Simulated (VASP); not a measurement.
Runs of VASP 6.6.1 on Fe. The structure is that of space group Im-3m (No. 229), or close to it. The cells are those of the table. 

```csv
task,cell,k mesh,cutoff (eV),gap on the mesh (eV),pressure (GPa),moment (μB)
relaxation of cell and atoms,"relaxed from a = 2.479 Å, angles 109.5°, 1 atom",10 × 10 × 10,600,none,-0.2,2.13
single point,"a = 2.413 Å, angles 109.5°, 1 atom",20 × 20 × 20,520,none,-0.2,2.09
single point,"a = 2.479 Å, angles 109.5°, 1 atom",8 × 8 × 8,600,none,(a),2.35
single point,"a = 2.415 Å, angles 109.5°, 1 atom",10 × 10 × 10,600,none,-0.3,2.13
```

Alike in all rows: level PBEsol; potentials or basis VASP PAW PBE potentials, release 64 (Fe); spin collinear, ferromagnetic start; smearing gaussian 0.1 eV.

Problem. Fill in the values left out.

Solution. (a) -12.1.

Caveats: some runs use coarse meshes; the PAW data sets were made with another functional, which shifts forces and pressure a little.

A gap of «none» marks levels without a gap at the run's occupations.
